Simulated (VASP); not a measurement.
# KF (R-3m) in VASP: notebook

KF is run at these levels: PBEsol; tasks: single point.

Everything below comes from runs of VASP 6.6.1. Logs are shortened: lines on timing, memory, paths and dates and some standing lists are left out, and cuts for length are marked.

**1. The cell of the first run**

The structure is trigonal, space group R-3m (No. 166). The conventional cell has a = 3.762 Å, b = 3.762 Å, c = 9.354 Å, α = 90.00°, β = 90.00°, γ = 120.00°. Within 3.5 Å of K (site symmetry -3m) lie 6 F at 2.67 Å. F (site symmetry -3m) has 6 K at 2.67 Å within 3.5 Å.

**2. Single point, PBEsol (equal xy, yz and zx shear strains of +1 %)**

INCAR reads:

```
SYSTEM = KF
  PREC = Accurate
  ENCUT = 520
  EDIFF = 1E-7
  ISMEAR = -1
  SIGMA = 0.01
  LREAL = .FALSE.
  LASPH = .TRUE.
  NELM = 80
  ALGO = Normal
  ISIF = 2
  LWAVE = .FALSE.
  LCHARG = .FALSE.
  GGA = PS
  NBANDS = 15
```

KPOINTS reads:

```
regular mesh
0
G
  9 9 9
  0 0 0
```

POSCAR reads:

```
KF
1.0
    0.0267350000      2.6868675000      2.6868675000
    2.6868675000      0.0267350000      2.6868675000
    2.6868675000      2.6868675000      0.0267350000
K F
1 1
Direct
    0.0000000000      0.0000000000      0.0000000000
    0.5000000000      0.5000000000      0.5000000000
```

Potentials or basis: VASP PAW PBE potentials, release 64 (K_sv, F).

Started as:

```console
$ cat potpaw_PBE.64/K_sv/POTCAR potpaw_PBE.64/F/POTCAR > POTCAR
$ mpirun -np 1 vasp_std > vasp.out
```

OUTCAR:

```text
SYSTEM = KF
   PREC = Accurate
   ENCUT = 520
   EDIFF = 1E-7
   ISMEAR = -1
   LREAL = .FALSE.
   LASPH = .TRUE.
   NELM = 80
   ISIF = 2
   GGA = PS

 ion  position               nearest neighbor table
   1  0.000  0.000  0.000-   2 2.67   2 2.67   2 2.67   2 2.67   2 2.67   2 2.67
   2  0.500  0.500  0.500-   1 2.67   1 2.67   1 2.67   1 2.67   1 2.67   1 2.67

  LATTYP: Found a trigonal (rhomboedric) cell.
 ALAT       =     3.7998985099
 COS(alpha) =     0.5099250056

  Lattice vectors:

 A1 = (   0.0267350000,   2.6868675000,   2.6868675000)
 A2 = (   2.6868675000,   0.0267350000,   2.6868675000)
 A3 = (   2.6868675000,   2.6868675000,   0.0267350000)

Analysis of symmetry for initial positions (statically):
=====================================================================
 Subroutine PRICEL returns:
 Original cell was already a primitive cell.

 Routine SETGRP: Setting up the symmetry group for a
 trigonal (rhombohedral) supercell.

 Subroutine GETGRP returns: Found 12 space group operations
 (whereof 12 operations were pure point group operations)
 out of a pool of 12 trial point group operations.

The static configuration has the point symmetry D_3d.

Analysis of symmetry for dynamics (positions and initial velocities):
=====================================================================
 Subroutine PRICEL returns:
 Original cell was already a primitive cell.

 Routine SETGRP: Setting up the symmetry group for a
 trigonal (rhombohedral) supercell.

 Subroutine GETGRP returns: Found 12 space group operations
 (whereof 12 operations were pure point group operations)
 out of a pool of 12 trial point group operations.

The dynamic configuration has the point symmetry D_3d.

 Subroutine INISYM returns: Found 12 space group operations
 (whereof 12 operations are pure point group operations),
 and found     1 'primitive' translations

----------------------------------------------------------------------------------------

                                     Primitive cell

  volume of cell :      38.2154

  direct lattice vectors                    reciprocal lattice vectors
     0.026735000  2.686867500  2.686867500    -0.188891060  0.187030064  0.187030064
     2.686867500  0.026735000  2.686867500     0.187030064 -0.188891060  0.187030064
     2.686867500  2.686867500  0.026735000     0.187030064  0.187030064 -0.188891060

  length of vectors
     3.799898510  3.799898510  3.799898510     0.325023572  0.325023572  0.325023572

  position of ions in fractional coordinates (direct lattice)
     0.000000000  0.000000000  0.000000000
     0.500000000  0.500000000  0.500000000

  ion indices of the primitive-cell ions
   primitive index   ion index
                 1           1
                 2           2

----------------------------------------------------------------------------------------

 KPOINTS: regular mesh

Automatic generation of k-mesh.
 Grid dimensions read from file:
 generate k-points for:    9    9    9

 Generating k-lattice:

  Cartesian coordinates                     Fractional coordinates (reciprocal lattice)
    -0.020987896  0.020781118  0.020781118     0.111111111  0.000000000  0.000000000
     0.020781118 -0.020987896  0.020781118     0.000000000  0.111111111  0.000000000
     0.020781118  0.020781118 -0.020987896     0.000000000  0.000000000  0.111111111

  Length of vectors
     0.036113730  0.036113730  0.036113730

  Shift w.r.t. Gamma in fractional coordinates (k-lattice)
     0.000000000  0.000000000  0.000000000

 Subroutine IBZKPT returns following result:
 ===========================================

 Found     85 irreducible k-points:

 Following reciprocal coordinates:
            Coordinates               Weight
  0.000000  0.000000  0.000000      1.000000
  0.111111 -0.000000 -0.000000      6.000000
  0.222222  0.000000 -0.000000      6.000000
  0.333333  0.000000 -0.000000      6.000000
  0.444444  0.000000 -0.000000      6.000000
  0.111111  0.111111 -0.000000      6.000000
[... 16 lines left out ...]
 -0.333333  0.333333  0.000000      6.000000
  0.444444  0.444444  0.000000      6.000000
 [... further k-points ...]
   k-points           NKPTS =     85   k-points in BZ     NKDIM =     85   number of bands    NBANDS=     15
   number of dos      NEDOS =    301   number of ions     NIONS =      2
   total plane-waves  NPLWV =  21952
   dimension x,y,z NGX =    28 NGY =   28 NGZ =   28
   dimension x,y,z NGXF=    56 NGYF=   56 NGZF=   56
   ions per type =               1   1
   NGX,Y,Z   is equivalent  to a cutoff of  12.25, 12.25, 12.25 a.u.
   NGXF,Y,Z  is equivalent  to a cutoff of  24.50, 24.50, 24.50 a.u.
 SYSTEM =  KF
   PREC   = accura    normal or accurate (medium, high low for compatibility)
   ISTART =      0    job   : 0-new  1-cont  2-samecut
   ICHARG =      2    charge: 1-file 2-atom 10-const
   ISPIN  =      1    spin polarized calculation?
   LNONCOLLINEAR =      F non collinear calculations
   LSORBIT =      F    spin-orbit coupling
   LASPH  =      T    aspherical Exc in radial PAW
   ENCUT  =  520.0 eV  38.22 Ry    6.18 a.u.   7.07  7.07  7.07*2*pi/ulx,y,z
   NELM   =     80;   NELMIN=  2; NELMDL= -5     # of ELM steps
   EDIFF  = 0.1E-06   stopping-criterion for ELM
   LREAL  =      F    real-space projection
   EDIFFG = 0.1E-05   stopping-criterion for IOM
   NSW    =      0    number of steps for IOM
   IBRION =     -1    ionic relax: 0-MD 1-quasi-New 2-CG
   NFREE  =      0    steps in history (QN), initial steepest desc. (CG)
   ISIF   =      2    stress and relaxation
   ISYM   =      2    0-nonsym 1-usesym 2-fastsym
   POTIM  = 0.5000    time-step for ionic-motion
   TEBEG  =    0.0;   TEEND  =   0.0 temperature during run
   PSTRESS=    0.0 pullay stress
   NELECT =      16.0000    total number of electrons
   NUPDOWN=      -1.0000    fix difference up-down
   EMIN   =  10.00;   EMAX   =-10.00  energy-range for DOS
   EFERMI =   0.00;   METHOD = LEGACY
   ISMEAR =    -1;   SIGMA  =   0.01  broadening in eV -4-tet -1-fermi 0-gaus
   EFERMI_NEDOS =   21; number of points for ismear=-14 and -15
   IALGO  =     38    algorithm
   IMIX   =      4    mixing-type and parameters
     AMIX     =   0.40;   BMIX     =  1.00
     AMIX_MAG =   1.60;   BMIX_MAG =  1.00
  volume/ion in A,a.u.               =      19.11       128.95
  Fermi-wavevector in a.u.,A,eV,Ry     =   1.224716  2.314378 20.407783  1.499930
  Thomas-Fermi vector in A             =   2.359781
   LORBIT       =      0    0 simple, 1 ext, 2 COOP (PROOUT), +10 PAW based schemes
   GGA     = PS    functional components
   LHFCALC =     F    Hartree Fock is set to
   AEXX    =    0.0000 exact exchange contribution
   IVDW    =     0    specifies the selected vdW correction
   LEPSILON=     F    determine dielectric tensor
   LRPA    =     F    only Hartree local field effects (RPA)
 non-spin polarized calculation
  energy-cutoff  :      520.00
  volume of cell :       38.22
 maximum number of plane-waves:      1040
   NGX = 15   NGY = 15   NGZ = 15

 number of electron      16.0000002 magnetization

 Free energy of the ion-electron system (eV)
  ---------------------------------------------------
  ext. energy  EPLUGINS =         0.00000000
  ---------------------------------------------------
  free energy    TOTEN  =        -8.51891029 eV

  energy without entropy =       -8.51891029  energy(sigma->0) =       -8.51891029

 E-fermi :  -2.6996     XC(G=0):  -8.6002

 val. band max:       -2.9064421250   @ k =   0.0000   0.0000   0.0000
 cond. band min:       3.1088389488   @ k =   0.0000   0.0000   0.0000
 fundamental gap:      6.0152810738
 Fermi energy:        -2.6995718104

 k-point     1 :       0.0000    0.0000    0.0000
  band No.  band energies     occupation
      1     -28.8826      2.00000
      2     -21.4390      2.00000
      3     -12.1999      2.00000
      4     -12.1929      2.00000
      5     -12.1929      2.00000
      6      -2.9216      2.00000
      7      -2.9064      2.00000
      8      -2.9064      2.00000
      9       3.1088      0.00000
     10       7.6173      0.00000
     11       7.7680      0.00000
     12       7.7680      0.00000
     13       9.3912      0.00000
     14       9.3912      0.00000
     15      13.7943      0.00000

 k-point     2 :       0.1111   -0.0000   -0.0000
  band No.  band energies     occupation
      1     -28.8712      2.00000
      2     -21.4497      2.00000
      3     -12.2280      2.00000
      4     -12.2032      2.00000
      5     -12.1981      2.00000
      6      -3.0251      2.00000
      7      -2.9639      2.00000
      8      -2.9493      2.00000
      9       3.4595      0.00000
     10       7.5225      0.00000
     11       7.8083      0.00000
     12       7.9422      0.00000
     13       9.5028      0.00000
     14       9.5053      0.00000
     15      14.4291      0.00000

 k-point     3 :       0.2222    0.0000   -0.0000
  band No.  band energies     occupation
      1     -28.8421      2.00000
      2     -21.4758      2.00000
      3     -12.3142      2.00000
      4     -12.2131      2.00000
      5     -12.2111      2.00000
      6      -3.2883      2.00000
      7      -3.0739      2.00000
      8      -3.0557      2.00000
      9       4.3668      0.00000
     10       7.1619      0.00000
     11       8.2476      0.00000
     12       8.3947      0.00000
     13       9.8471      0.00000
     14       9.8581      0.00000
     15      15.5970      0.00000
[... 343 lines left out ...]
 k-point    23 :      -0.3333    0.3333    0.0000
  band No.  band energies     occupation
      1     -28.7659      2.00000
      2     -21.4928      2.00000
      3     -12.6001      2.00000
      4     -12.4385      2.00000
      5     -12.3094      2.00000
      6      -3.3956      2.00000
      7      -3.1895      2.00000
      8      -3.0923      2.00000
      9       6.3044      0.00000
     10       7.2919      0.00000
     11       8.4342      0.00000
     12      10.3082      0.00000
     13      10.5841      0.00000
     14      11.6036      0.00000
     15      13.6122      0.00000

 k-point    24 :       0.4444    0.4444    0.0000
  band No.  band energies     occupation
      1     -28.7670      2.00000
      2     -21.4589      2.00000
      3     -12.7376      2.00000
      4     -12.4099      2.00000
      5     -12.3994      2.00000
      6      -3.1619      2.00000
      7      -2.9750      2.00000
      8      -2.9631      2.00000
      9       5.2359      0.00000
     10       7.0847      0.00000
     11       8.8457      0.00000
     12      10.6282      0.00000
     13      11.1480      0.00000
     14      11.1618      0.00000
     15      13.1442      0.00000

 [... further k-points ...]

------------------------ aborting loop because EDIFF is reached ----------------------------------------

  FORCE on cell =-STRESS in cart. coord.  units (eV):
  Direction    XX          YY          ZZ          XY          YZ          ZX
  --------------------------------------------------------------------------------------
  -------------------------------------------------------------------------------------
  Total       -0.1622760     -0.1622760     -0.1622760     -0.0335131     -0.0335131     -0.0335131
  in kB       -6.8034121     -6.8034121     -6.8034121     -1.4050345     -1.4050345     -1.4050345
  external PRESSURE =      -6.8034121 kB  Pullay stress =       0.0000000 kB

 VOLUME and BASIS-vectors are now :
 -----------------------------------------------------------------------------
  energy-cutoff  :      520.00
  volume of cell :       38.22
      direct lattice vectors                 reciprocal lattice vectors
     0.026735000  2.686867500  2.686867500    -0.188891060  0.187030064  0.187030064
     2.686867500  0.026735000  2.686867500     0.187030064 -0.188891060  0.187030064
     2.686867500  2.686867500  0.026735000     0.187030064  0.187030064 -0.188891060

 POSITION                                       TOTAL-FORCE (eV/Angst)
 -----------------------------------------------------------------------------------
      0.00000      0.00000      0.00000         0.000000      0.000000      0.000000
      2.70024      2.70024      2.70024        -0.000000     -0.000000     -0.000000
 -----------------------------------------------------------------------------------
    total drift:                                0.000000      0.000000      0.000000

  FREE ENERGIE OF THE ION-ELECTRON SYSTEM (eV)
  ---------------------------------------------------
  free  energy   TOTEN  =        -8.5189102898 eV

  energy  without entropy=       -8.5189102898  energy(sigma->0) =       -8.51891029
```

Wall time 80 s (1 thread of Intel Xeon 8259CL, shared host); peak memory 0.18 GiB.

Results:

- Free energy: -8.5189 eV
- Pressure: -0.7 GPa
- Band gap on the k mesh: 6.02 eV

Caveat: the cell differs from its parent crystal (equal xy, yz and zx shear strains of +1 %); the PAW data sets were made with another functional, which shifts forces and pressure a little; an odd mesh through Γ misses points on the zone boundary, where band edges can lie.

(Part 1 of 2 ends here.)
